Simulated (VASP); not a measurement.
# PbS (R3m) in VASP: single point with LDA

Aim: the single point of PbS with LDA.

All numbers are computed with VASP 6.6.1; they aren't measurements. Logs are shortened: lines on timing, memory, paths and dates and some standing lists are left out, and cuts for length are marked.

## 1. The cell of the first run

Symmetry: R3m, No. 160, trigonal system. Conventional cell: a = 4.225 Å, b = 4.225 Å, c = 10.356 Å, α = 90.00°, β = 90.00°, γ = 120.00°. Pb (site symmetry 3m) has 6 S at 2.96 to 3.02 Å within 3.9 Å. S (site symmetry 3m) has 6 Pb at 2.96 to 3.02 Å within 3.9 Å.

## 2. Single point, LDA

Contents of INCAR:

```
PREC     = Accurate       # precision mode
ENCUT    = 500            # plane-wave cutoff, eV
EDIFF    = 1E-6           # SCF threshold, eV
ISMEAR   = 0              # smearing method
SIGMA    = 0.01           # smearing width, eV
LREAL    = F              # projectors in reciprocal space
LASPH    = T              # aspherical terms in the spheres
NELM     = 120            # most SCF steps
ALGO     = Normal         # electronic algorithm
ISIF     = 2              # what is computed and relaxed
LWAVE    = F              # write WAVECAR
LCHARG   = F              # write CHGCAR
NBANDS   = 17             # bands
GGA_COMPAT= F
```

Contents of KPOINTS:

```
regular mesh
0
Gamma
  4 4 4
```

Contents of POSCAR:

```
PbS
1.0
    2.1126600000      1.2197500000      3.4519200000
   -2.1126600000      1.2197500000      3.4519200000
    0.0000000000     -2.4394900000      3.4519200000
Pb S
1 1
Direct
    0.9805700000      0.9805700000      0.9805700000
    0.4750400000      0.4750400000      0.4750400000
```

Potentials or basis: VASP PAW LDA potentials, release 64 (Pb_d, S).

On the command line:

```bash
> cat potpaw_LDA.64/Pb_d/POTCAR potpaw_LDA.64/S/POTCAR > POTCAR
> mpirun -np 1 vasp_std > vasp.out
```

OUTCAR:

```text
PREC = Accurate
   ENCUT = 500
   EDIFF = 1E-6
   ISMEAR = 0
   LREAL = F
   LASPH = T
   NELM = 120
   ISIF = 2

 ion  position               nearest neighbor table
   1  0.981  0.981  0.981-   2 2.96   2 2.96   2 2.96   2 3.02   2 3.02   2 3.02
   2  0.475  0.475  0.475-   1 2.96   1 2.96   1 2.96   1 3.02   1 3.02   1 3.02

  LATTYP: Found a trigonal (rhomboedric) cell.
 ALAT       =     4.2269225241
 COS(alpha) =     0.5003777644

  Lattice vectors:

 A1 = (   2.1126600000,   1.2197500000,   3.4519200000)
 A2 = (  -2.1126600000,   1.2197500000,   3.4519200000)
 A3 = (   0.0000000000,  -2.4394900000,   3.4519200000)

Analysis of symmetry for initial positions (statically):
=====================================================================
 Subroutine PRICEL returns:
 Original cell was already a primitive cell.

 Routine SETGRP: Setting up the symmetry group for a
 trigonal (rhombohedral) supercell.

 Subroutine GETGRP returns: Found  6 space group operations
 (whereof  6 operations were pure point group operations)
 out of a pool of 12 trial point group operations.

The static configuration has the point symmetry C_3v.

Analysis of symmetry for dynamics (positions and initial velocities):
=====================================================================
 Subroutine PRICEL returns:
 Original cell was already a primitive cell.

 Routine SETGRP: Setting up the symmetry group for a
 trigonal (rhombohedral) supercell.

 Subroutine GETGRP returns: Found  6 space group operations
 (whereof  6 operations were pure point group operations)
 out of a pool of 12 trial point group operations.

The dynamic configuration has the point symmetry C_3v.

 Subroutine INISYM returns: Found  6 space group operations
 (whereof  6 operations are pure point group operations),
 and found     1 'primitive' translations

----------------------------------------------------------------------------------------

                                     Primitive cell

  volume of cell :      53.3717

  direct lattice vectors                    reciprocal lattice vectors
     2.112660000  1.219750000  3.451920000     0.236668465  0.136640395  0.096564485
    -2.112660000  1.219750000  3.451920000    -0.236668465  0.136640395  0.096564485
     0.000000000 -2.439490000  3.451920000     0.000000000 -0.273280791  0.096564881

  length of vectors
[... 67 lines left out ...]
   LASPH  =      T    aspherical Exc in radial PAW
   ENCUT  =  500.0 eV  36.75 Ry    6.06 a.u.   7.71  7.71  7.71*2*pi/ulx,y,z
   NELM   =    120;   NELMIN=  2; NELMDL= -5     # of ELM steps
   EDIFF  = 0.1E-05   stopping-criterion for ELM
   LREAL  =      F    real-space projection
   EDIFFG = 0.1E-04   stopping-criterion for IOM
   NSW    =      0    number of steps for IOM
   IBRION =     -1    ionic relax: 0-MD 1-quasi-New 2-CG
   NFREE  =      0    steps in history (QN), initial steepest desc. (CG)
   ISIF   =      2    stress and relaxation
   ISYM   =      2    0-nonsym 1-usesym 2-fastsym
   POTIM  = 0.5000    time-step for ionic-motion
   TEBEG  =    0.0;   TEEND  =   0.0 temperature during run
   PSTRESS=    0.0 pullay stress
   NELECT =      20.0000    total number of electrons
   NUPDOWN=      -1.0000    fix difference up-down
   EMIN   =  10.00;   EMAX   =-10.00  energy-range for DOS
   EFERMI =   0.00;   METHOD = LEGACY
   ISMEAR =     0;   SIGMA  =   0.01  broadening in eV -4-tet -1-fermi 0-gaus
   EFERMI_NEDOS =   21; number of points for ismear=-14 and -15
   IALGO  =     38    algorithm
   IMIX   =      4    mixing-type and parameters
     AMIX     =   0.40;   BMIX     =  1.00
     AMIX_MAG =   1.60;   BMIX_MAG =  1.00
  volume/ion in A,a.u.               =      26.69       180.09
  Fermi-wavevector in a.u.,A,eV,Ry     =   1.180269  2.230385 18.953398  1.393035
  Thomas-Fermi vector in A             =   2.316565
   LORBIT       =      0    0 simple, 1 ext, 2 COOP (PROOUT), +10 PAW based schemes
   GGA     = CA    functional components
   LHFCALC =     F    Hartree Fock is set to
   AEXX    =    0.0000 exact exchange contribution
   IVDW    =     0    specifies the selected vdW correction
   LEPSILON=     F    determine dielectric tensor
   LRPA    =     F    only Hartree local field effects (RPA)
 non-spin polarized calculation
 Gauss-broadening in eV      SIGMA  =   0.01
  energy-cutoff  :      500.00
  volume of cell :       53.37
 maximum number of plane-waves:      1363
 NGX is ok and might be reduce to    32
   NGX = 15   NGY = 15   NGZ = 15

 number of electron      20.0000001 magnetization

 Free energy of the ion-electron system (eV)
  ---------------------------------------------------
  ext. energy  EPLUGINS =         0.00000000
  ---------------------------------------------------
  free energy    TOTEN  =        -9.94789316 eV

  energy without entropy =       -9.94789316  energy(sigma->0) =       -9.94789316

 E-fermi :   5.3813     XC(G=0):  -9.9270

 val. band max:        5.2635478762   @ k =   0.5000   0.0000  -0.0000
 cond. band min:       5.5698380835   @ k =   0.5000   0.0000  -0.0000
 fundamental gap:      0.3062902073
 Fermi energy:         5.3813260778

 k-point     1 :       0.0000    0.0000    0.0000
  band No.  band energies     occupation
      1     -11.4386      2.00000
      2     -11.4386      2.00000
      3     -11.4383      2.00000
      4     -11.4295      2.00000
      5     -11.4295      2.00000
      6      -8.0783      2.00000
[... 237 lines left out ...]
      4     -11.3935      2.00000
      5     -11.3935      2.00000
      6      -6.8516      2.00000
[... 9 lines left out ...]
     16      15.4181      0.00000
     17      15.7032      0.00000

------------------------ aborting loop because EDIFF is reached ----------------------------------------

  FORCE on cell =-STRESS in cart. coord.  units (eV):
  Direction    XX          YY          ZZ          XY          YZ          ZX
  --------------------------------------------------------------------------------------
  -------------------------------------------------------------------------------------
  Total       -1.2140257     -1.2140294     -1.2167604      0.0000000     -0.0000012      0.0000000
  in kB      -36.4441010    -36.4442114    -36.5261943      0.0000000     -0.0000353      0.0000000
  external PRESSURE =     -36.4715023 kB  Pullay stress =       0.0000000 kB

 VOLUME and BASIS-vectors are now :
 -----------------------------------------------------------------------------
  energy-cutoff  :      500.00
  volume of cell :       53.37
      direct lattice vectors                 reciprocal lattice vectors
     2.112660000  1.219750000  3.451920000     0.236668465  0.136640395  0.096564485
    -2.112660000  1.219750000  3.451920000    -0.236668465  0.136640395  0.096564485
     0.000000000 -2.439490000  3.451920000     0.000000000 -0.273280791  0.096564881

 POSITION                                       TOTAL-FORCE (eV/Angst)
 -----------------------------------------------------------------------------------
      0.00000      0.00001     10.15455         0.000000      0.000000      0.070404
      0.00000      0.00000      4.91940         0.000000     -0.000000     -0.070404
 -----------------------------------------------------------------------------------
    total drift:                                0.000000      0.000001     -0.000250

  FREE ENERGIE OF THE ION-ELECTRON SYSTEM (eV)
  ---------------------------------------------------
  free  energy   TOTEN  =        -9.9478931586 eV

  energy  without entropy=       -9.9478931586  energy(sigma->0) =       -9.94789316
```

stdout:

```text
POSCAR found type information on POSCAR PbS
 POSCAR found :  2 types and       2 ions
 scaLAPACK will be used
 LDA part: xc-table for (Slater(with rela. corr.)+CA(PZ))
 , standard interpolation
 POSCAR, INCAR and KPOINTS ok, starting setup
 FFT: planning ... GRIDC
 FFT: planning ... GRID_SOFT
 FFT: planning ... GRID
 WAVECAR not read
 entering main loop
```

Wall time 7.2 s (1 thread of Intel Xeon 6975P-C, shared host); peak memory 0.15 GiB.

What came out:

```
Free energy            : -9.9479 eV
Pressure               : -3.6 GPa
Largest force          : 0.070 eV/Å
Band gap on the k mesh : 0.31 eV, direct
```

Forces in eV/Å, atoms in the order of the input:
```
Pb   0.000  0.000  0.070
S    0.000  0.000 -0.070
```

Levels at points of the mesh, in eV from the valence-band top:
```
           k point  band 8  band 9  band 10  band 11  band 12  band 13
(0.00, 0.00, 0.00)   -2.02   -2.02    -2.02     5.01     5.03     5.03
(0.50, 0.00, 0.00)   -1.64   -1.64     0.00     0.31     1.92     1.93
(0.50, 0.50, 0.00)   -5.03   -3.29    -3.28     3.83     5.42     5.51
(0.50, 0.50, 0.50)   -1.64   -1.64    -0.04     0.35     1.92     1.92
```

Caveat: the k points lie up to 0.46 Å⁻¹ apart; spin-orbit coupling is left out, which moves the levels of the heavy elements. A k mesh can miss the band edges.
